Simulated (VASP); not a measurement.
# Fe (Fd-3m) in VASP: further runs

Fe is run at these levels: LDA; tasks: single point.

Program: VASP 6.6.1. These are calculated values, not measurements. Logs are shortened: lines on timing, memory, paths and dates and some standing lists are left out, and cuts for length are marked.

### Step 1. The cell of the first run

The structure is cubic, space group Fd-3m (No. 227). The conventional cell has a = 4.756 Å, b = 4.756 Å, c = 4.756 Å, α = 90.00°, β = 90.00°, γ = 90.00°. Fe (site symmetry -43m) has 4 Fe at 2.06 Å within 2.7 Å.

### Step 2. Single point, LDA

The input, INCAR:

```
SYSTEM = Fe
ALGO = Normal
EDIFF = 1E-7
ENCUT = 520
GGA = CA
ISIF = 2
ISMEAR = -1
LASPH = .True.
LCHARG = .False.
LREAL = .False.
LWAVE = .False.
NBANDS = 15
NELM = 80
PREC = Accurate
SIGMA = 0.1
```

The input, KPOINTS:

```
k-points
0
Gamma
  13 13 13
  0 0 0
```

The input, POSCAR:

```
Fe
1.0
    0.0000000000      2.3780883197      2.3780883197
    2.3780883197      0.0000000000      2.3780883197
    2.3780883197      2.3780883197      0.0000000000
Fe
2
Direct
    0.1250000000      0.1250000000      0.1250000000
    0.8750000000      0.8750000000      0.8750000000
```

Potentials or basis: VASP PAW LDA potentials, release 64 (Fe).

Launch:

```console
$ cat potpaw_LDA.64/Fe/POTCAR > POTCAR
$ mpirun -np 1 vasp_std > vasp.out
```

OUTCAR:

```text
SYSTEM = Fe
   EDIFF = 1E-7
   ENCUT = 520
   GGA = CA
   ISIF = 2
   ISMEAR = -1
   LASPH = .True.
   LREAL = .False.
   NELM = 80
   PREC = Accurate

 ion  position               nearest neighbor table
   1  0.125  0.125  0.125-   2 2.06   2 2.06   2 2.06   2 2.06
   2  0.875  0.875  0.875-   1 2.06   1 2.06   1 2.06   1 2.06

  LATTYP: Found a face centered cubic cell.
 ALAT       =     4.7561766394

  Lattice vectors:

 A1 = (   0.0000000000,   2.3780883197,   2.3780883197)
 A2 = (   2.3780883197,   0.0000000000,   2.3780883197)
 A3 = (   2.3780883197,   2.3780883197,   0.0000000000)

Analysis of symmetry for initial positions (statically):
=====================================================================
 Subroutine PRICEL returns:
 Original cell was already a primitive cell.

 Routine SETGRP: Setting up the symmetry group for a
 face centered cubic supercell.

 Subroutine GETGRP returns: Found 48 space group operations
 (whereof 12 operations were pure point group operations)
 out of a pool of 48 trial point group operations.

The static configuration has the point symmetry D_3d.
 The point group associated with its full space group is O_h .

Analysis of symmetry for dynamics (positions and initial velocities):
=====================================================================
 Subroutine PRICEL returns:
 Original cell was already a primitive cell.

 Routine SETGRP: Setting up the symmetry group for a
 face centered cubic supercell.

 Subroutine GETGRP returns: Found 48 space group operations
 (whereof 12 operations were pure point group operations)
 out of a pool of 48 trial point group operations.

The dynamic configuration has the point symmetry D_3d.
 The point group associated with its full space group is O_h .

 Subroutine INISYM returns: Found 48 space group operations
 (whereof 12 operations are pure point group operations),
 and found     1 'primitive' translations

----------------------------------------------------------------------------------------

                                     Primitive cell

  volume of cell :      26.8976

  direct lattice vectors                    reciprocal lattice vectors
     0.000000000  2.378088320  2.378088320    -0.210252914  0.210252914  0.210252914
     2.378088320  0.000000000  2.378088320     0.210252914 -0.210252914  0.210252914
     2.378088320  2.378088320  0.000000000     0.210252914  0.210252914 -0.210252914

  length of vectors
     3.363124754  3.363124754  3.363124754     0.364168730  0.364168730  0.364168730

  position of ions in fractional coordinates (direct lattice)
     0.125000000  0.125000000  0.125000000
     0.875000000  0.875000000  0.875000000

  ion indices of the primitive-cell ions
   primitive index   ion index
                 1           1
                 2           2

----------------------------------------------------------------------------------------

 KPOINTS: k-points

Automatic generation of k-mesh.
 Grid dimensions read from file:
 generate k-points for:   13   13   13

 Generating k-lattice:

  Cartesian coordinates                     Fractional coordinates (reciprocal lattice)
    -0.016173301  0.016173301  0.016173301     0.076923077  0.000000000  0.000000000
     0.016173301 -0.016173301  0.016173301     0.000000000  0.076923077  0.000000000
     0.016173301  0.016173301 -0.016173301     0.000000000  0.000000000  0.076923077

  Length of vectors
     0.028012979  0.028012979  0.028012979

  Shift w.r.t. Gamma in fractional coordinates (k-lattice)
     0.000000000  0.000000000  0.000000000

 Subroutine IBZKPT returns following result:
 ===========================================

 Found     84 irreducible k-points:

 Following reciprocal coordinates:
            Coordinates               Weight
  0.000000  0.000000  0.000000      1.000000
  0.076923  0.000000  0.000000      8.000000
  0.153846  0.000000  0.000000      8.000000
  0.230769  0.000000  0.000000      8.000000
  0.307692  0.000000  0.000000      8.000000
  0.384615  0.000000  0.000000      8.000000
[... 16 lines left out ...]
  0.384615  0.153846  0.000000     24.000000
  0.461538  0.153846  0.000000     24.000000
 [... further k-points ...]
   k-points           NKPTS =     84   k-points in BZ     NKDIM =     84   number of bands    NBANDS=     15
   number of dos      NEDOS =    301   number of ions     NIONS =      2
   total plane-waves  NPLWV =  21952
   dimension x,y,z NGX =    28 NGY =   28 NGZ =   28
   dimension x,y,z NGXF=    56 NGYF=   56 NGZF=   56
   ions per type =               2
   NGX,Y,Z   is equivalent  to a cutoff of  13.84, 13.84, 13.84 a.u.
   NGXF,Y,Z  is equivalent  to a cutoff of  27.68, 27.68, 27.68 a.u.
 SYSTEM =  Fe
   PREC   = accura    normal or accurate (medium, high low for compatibility)
   ISTART =      0    job   : 0-new  1-cont  2-samecut
   ICHARG =      2    charge: 1-file 2-atom 10-const
   ISPIN  =      1    spin polarized calculation?
   LNONCOLLINEAR =      F non collinear calculations
   LSORBIT =      F    spin-orbit coupling
   LASPH  =      T    aspherical Exc in radial PAW
   ENCUT  =  520.0 eV  38.22 Ry    6.18 a.u.   6.25  6.25  6.25*2*pi/ulx,y,z
   NELM   =     80;   NELMIN=  2; NELMDL= -5     # of ELM steps
   EDIFF  = 0.1E-06   stopping-criterion for ELM
   LREAL  =      F    real-space projection
   EDIFFG = 0.1E-05   stopping-criterion for IOM
   NSW    =      0    number of steps for IOM
   IBRION =     -1    ionic relax: 0-MD 1-quasi-New 2-CG
   NFREE  =      0    steps in history (QN), initial steepest desc. (CG)
   ISIF   =      2    stress and relaxation
   ISYM   =      2    0-nonsym 1-usesym 2-fastsym
   POTIM  = 0.5000    time-step for ionic-motion
   TEBEG  =    0.0;   TEEND  =   0.0 temperature during run
   PSTRESS=    0.0 pullay stress
   NELECT =      16.0000    total number of electrons
   NUPDOWN=      -1.0000    fix difference up-down
   EMIN   =  10.00;   EMAX   =-10.00  energy-range for DOS
   EFERMI =   0.00;   METHOD = LEGACY
   ISMEAR =    -1;   SIGMA  =   0.10  broadening in eV -4-tet -1-fermi 0-gaus
   EFERMI_NEDOS =   21; number of points for ismear=-14 and -15
   IALGO  =     38    algorithm
   IMIX   =      4    mixing-type and parameters
     AMIX     =   0.40;   BMIX     =  1.00
     AMIX_MAG =   1.60;   BMIX_MAG =  1.00
  volume/ion in A,a.u.               =      13.45        90.76
  Fermi-wavevector in a.u.,A,eV,Ry     =   1.376819  2.601811 25.791619  1.895631
  Thomas-Fermi vector in A             =   2.502029
   LORBIT       =      0    0 simple, 1 ext, 2 COOP (PROOUT), +10 PAW based schemes
   GGA     = CA    functional components
   LHFCALC =     F    Hartree Fock is set to
   AEXX    =    0.0000 exact exchange contribution
   IVDW    =     0    specifies the selected vdW correction
   LEPSILON=     F    determine dielectric tensor
   LRPA    =     F    only Hartree local field effects (RPA)
 non-spin polarized calculation
  energy-cutoff  :      520.00
  volume of cell :       26.90
 maximum number of plane-waves:       742
 NGX is ok and might be reduce to    28
   NGX = 13   NGY = 13   NGZ = 13

 number of electron      15.9999993 magnetization

 Free energy of the ion-electron system (eV)
  ---------------------------------------------------
  ext. energy  EPLUGINS =         0.00000000
  ---------------------------------------------------
  free energy    TOTEN  =       -16.31762617 eV

  energy without entropy =      -16.24164448  energy(sigma->0) =      -16.27963532

 E-fermi :   4.0354     XC(G=0): -12.1811

 val. band max:        4.0287067443   @ k =   0.3846   0.0000   0.0000
 cond. band min:       4.0355371147   @ k =   0.2308   0.2308   0.0000
 fundamental gap:      0.0068303704
 Fermi energy:         4.0353905484

 k-point     1 :       0.0000    0.0000    0.0000
  band No.  band energies     occupation
      1      -2.9315      2.00000
      2       0.9815      2.00000
      3       0.9815      2.00000
      4       1.3863      2.00000
      5       1.3863      2.00000
      6       1.3863      2.00000
      7       3.5861      1.97788
      8       3.5861      1.97788
      9       3.5861      1.97788
     10       5.4139      0.00000
     11       5.4139      0.00000
     12      19.0924      0.00000
     13      19.0924      0.00000
     14      19.0924      0.00000
     15      19.3255      0.00000

 k-point     2 :       0.0769    0.0000    0.0000
  band No.  band energies     occupation
      1      -2.8023      2.00000
      2       0.9125      2.00000
      3       0.9125      2.00000
      4       1.3935      2.00000
      5       1.4912      2.00000
      6       1.4912      2.00000
      7       3.5126      1.98933
      8       3.5754      1.98009
      9       3.5754      1.98009
     10       5.4129      0.00000
     11       5.4129      0.00000
     12      16.7601      0.00000
     13      18.2279      0.00000
     14      18.2279      0.00000
     15      19.6234      0.00000

 k-point     3 :       0.1538    0.0000    0.0000
  band No.  band energies     occupation
      1      -2.4236      2.00000
      2       0.8206      2.00000
      3       0.8206      2.00000
      4       1.4238      2.00000
      5       1.6665      2.00000
      6       1.6665      2.00000
      7       3.3022      1.99869
      8       3.5685      1.98141
      9       3.5685      1.98141
     10       5.4050      0.00000
     11       5.4050      0.00000
     12      14.2913      0.00000
     13      17.3884      0.00000
     14      17.3884      0.00000
     15      18.9371      0.00000
[... 343 lines left out ...]
 k-point    23 :       0.3846    0.1538    0.0000
  band No.  band energies     occupation
      1      -0.4643      2.00000
      2       0.3619      2.00000
      3       1.3919      2.00000
      4       1.4841      2.00000
      5       1.4971      2.00000
      6       2.1282      2.00000
      7       2.5349      2.00000
      8       3.9094      1.55803
      9       4.2168      0.28025
     10       4.9071      0.00033
     11       5.5463      0.00000
     12       9.3017      0.00000
     13      13.4623      0.00000
     14      14.3077      0.00000
     15      16.5844      0.00000

 k-point    24 :       0.4615    0.1538    0.0000
  band No.  band energies     occupation
      1       0.1576      2.00000
      2       0.4380      2.00000
      3       1.2795      2.00000
      4       1.4316      2.00000
      5       1.5592      2.00000
      6       2.0719      2.00000
      7       2.7475      1.99999
      8       4.1395      0.52188
      9       4.1829      0.37246
     10       5.0335      0.00009
     11       5.4482      0.00000
     12       7.6266      0.00000
     13      13.3825      0.00000
     14      13.4723      0.00000
     15      16.5256      0.00000

 [... further k-points ...]
[... 5 lines left out ...]
  --------------------------------------------------------------------------------------
  -------------------------------------------------------------------------------------
  Total       -0.3602117     -0.3602117     -0.3602117     -0.0000000     -0.0000000     -0.0000000
  in kB      -21.4562833    -21.4562833    -21.4562833     -0.0000000     -0.0000000     -0.0000000
  external PRESSURE =     -21.4562833 kB  Pullay stress =       0.0000000 kB

 VOLUME and BASIS-vectors are now :
 -----------------------------------------------------------------------------
  energy-cutoff  :      520.00
  volume of cell :       26.90
      direct lattice vectors                 reciprocal lattice vectors
     0.000000000  2.378088320  2.378088320    -0.210252914  0.210252914  0.210252914
     2.378088320  0.000000000  2.378088320     0.210252914 -0.210252914  0.210252914
     2.378088320  2.378088320  0.000000000     0.210252914  0.210252914 -0.210252914

 POSITION                                       TOTAL-FORCE (eV/Angst)
 -----------------------------------------------------------------------------------
      0.59452      0.59452      0.59452         0.000000      0.000000      0.000000
      4.16165      4.16165      4.16165        -0.000000     -0.000000     -0.000000
 -----------------------------------------------------------------------------------
    total drift:                                0.000000     -0.000000     -0.000000

  FREE ENERGIE OF THE ION-ELECTRON SYSTEM (eV)
  ---------------------------------------------------
  free  energy   TOTEN  =       -16.3176261677 eV

  energy  without entropy=      -16.2416444818  energy(sigma->0) =      -16.27963532
```

It took 14 s on 1 thread of Intel Xeon 6975P-C (Granite Rapids), shared host; peak memory 0.15 GiB.

What came out:

* Free energy: -16.3176 eV
* Pressure: -2.1 GPa
* Band gap on the k mesh: zero (band 8 reaches 4.44 eV, above the bottom of band 9 at 3.57 eV)

Caveat: the run has no spin polarisation, though such a crystal can be magnetic.

### Step 3. Single point, LDA (volume scaled by 1.08)

The input, INCAR:

```
SYSTEM = Fe
  PREC = Accurate
  ENCUT = 520
  EDIFF = 1E-6
  ISMEAR = -1
  SIGMA = 0.1
  LREAL = .FALSE.
  LASPH = .TRUE.
  NELM = 100
  ALGO = Normal
  ISIF = 2
  LWAVE = .FALSE.
  LCHARG = .TRUE.
  GGA = CA
  LELF = .TRUE.
  LVHAR = .TRUE.
  NBANDS = 15
```

The input, KPOINTS:

```
regular mesh
0
G
  13 13 13
  0 0 0
```

The input, POSCAR:

```
Fe
1.0
    0.0000000000      2.4398842954      2.4398842954
    2.4398842954      0.0000000000      2.4398842954
    2.4398842954      2.4398842954      0.0000000000
Fe
2
Direct
    0.1250000000      0.1250000000      0.1250000000
    0.8750000000      0.8750000000      0.8750000000
```

Potentials or basis: VASP PAW LDA potentials, release 64 (Fe).

Launch:

```console
$ cat potpaw_LDA.64/Fe/POTCAR > POTCAR
$ mpirun -np 1 vasp_std > vasp.out
```

OUTCAR:

```text
SYSTEM = Fe
   PREC = Accurate
   ENCUT = 520
   EDIFF = 1E-6
   ISMEAR = -1
   LREAL = .FALSE.
   LASPH = .TRUE.
   NELM = 100
   ISIF = 2
   GGA = CA

 ion  position               nearest neighbor table
   1  0.125  0.125  0.125-   2 2.11   2 2.11   2 2.11   2 2.11
   2  0.875  0.875  0.875-   1 2.11   1 2.11   1 2.11   1 2.11

  LATTYP: Found a face centered cubic cell.
 ALAT       =     4.8797685908

  Lattice vectors:

 A1 = (   0.0000000000,   2.4398842954,   2.4398842954)
[... 611 lines left out ...]
     10       4.2366      0.00027
     11       4.6116      0.00001
     12       6.6330      0.00000
     13      12.1154      0.00000
     14      12.2227      0.00000
     15      15.3037      0.00000

 [... further k-points ...]
[... 5 lines left out ...]
  --------------------------------------------------------------------------------------
  -------------------------------------------------------------------------------------
  Total       -2.4547217     -2.4547217     -2.4547217      0.0000000      0.0000000     -0.0000000
  in kB     -135.3864370   -135.3864370   -135.3864370      0.0000000      0.0000000     -0.0000000
  external PRESSURE =    -135.3864370 kB  Pullay stress =       0.0000000 kB

 VOLUME and BASIS-vectors are now :
 -----------------------------------------------------------------------------
  energy-cutoff  :      520.00
  volume of cell :       29.05
      direct lattice vectors                 reciprocal lattice vectors
     0.000000000  2.439884295  2.439884295    -0.204927750  0.204927750  0.204927750
     2.439884295  0.000000000  2.439884295     0.204927750 -0.204927750  0.204927750
     2.439884295  2.439884295  0.000000000     0.204927750  0.204927750 -0.204927750

 POSITION                                       TOTAL-FORCE (eV/Angst)
 -----------------------------------------------------------------------------------
      0.60997      0.60997      0.60997         0.000000      0.000000      0.000000
      4.26980      4.26980      4.26980        -0.000000     -0.000000     -0.000000
 -----------------------------------------------------------------------------------
    total drift:                                0.000000     -0.000000     -0.000000

  FREE ENERGIE OF THE ION-ELECTRON SYSTEM (eV)
  ---------------------------------------------------
  free  energy   TOTEN  =       -16.2068740360 eV

  energy  without entropy=      -16.1230956170  energy(sigma->0) =      -16.16498483
```

Wall time 15 s (1 thread of Intel Xeon 6975P-C (Granite Rapids), shared host); peak memory 0.15 GiB.

What came out:

| Property | Result |
| --- | --- |
| Free energy | -16.2069 eV |
| Pressure | -13.5 GPa |
| Band gap on the k mesh | zero (band 8 reaches 3.71 eV, above the bottom of band 9 at 2.92 eV) |

Caveat: the run has no spin polarisation, though such a crystal can be magnetic. Spin polarisation is off, so any magnetic state and its effect on volume and gap are missing.

(Continued in part 2 of 2.)
